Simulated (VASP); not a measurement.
Write the native input for VASP 6.6.1 that does the following.

| Property | Result |
| --- | --- |
| Task | single point |
| Functional | PBEsol |
| Potentials or basis | VASP PAW PBE potentials, release 64 (Zr_sv, S) |
| Cutoff | 520 eV |
| k mesh | 6 × 6 × 6 |
| Occupations | fermi-dirac, width 0.05 eV |
| Spin | no spin polarisation |
| Dipole correction | no |
| Further INCAR settings | ALGO = Normal; EDIFF = 1e-06; NBANDS = 32 |

The structure of Zr3S2 lies in POSCAR:

```
Zr3S2
1.0
    2.8460203450      1.6431506123      3.4242724227
   -2.8460203450      1.6431506123      3.4242724227
    0.0000000000     -3.2863012246      3.4242724227
Zr S
3 2
Direct
    0.8394228101      0.5000000000      0.1605771899
    0.5000000000      0.1605771899      0.8394228101
    0.1605771899      0.8394228101      0.5000000000
    0.6644768831      0.6644768831      0.6644768831
    0.3355231169      0.3355231169      0.3355231169
```

These files were run (other wordings do the same):

INCAR

```
PREC = Accurate
ENCUT = 520
EDIFF = 1E-6
ISMEAR = -1
SIGMA = 0.05
LREAL = False
LASPH = True
NELM = 60
ALGO = Normal
ISIF = 2
LWAVE = False
LCHARG = True
GGA = PS
LELF = True
LVHAR = True
NBANDS = 32
```

KPOINTS

```
Automatic mesh
0
Gamma
  6 6 6
```

Potentials or basis: VASP PAW PBE potentials, release 64 (Zr_sv, S).

The run is started by

```bash
$ cat potpaw_PBE.64/Zr_sv/POTCAR potpaw_PBE.64/S/POTCAR > POTCAR
$ mpirun -np 1 vasp_std > vasp.out
```

Results of the run:

```json
{"Pressure": "2.2 GPa", "Largest force": "0.005 eV/Å", "Band gap on the k mesh": "zero (band 24 reaches 9.53 eV, above the bottom of band 25 at 9.32 eV)"}
```

Caveat: the PAW data sets were made with another functional, which shifts forces and pressure a little.

Run time: 2.5 min on 1 thread of AMD EPYC 7R13, on a shared host, peak memory 0.21 GiB.
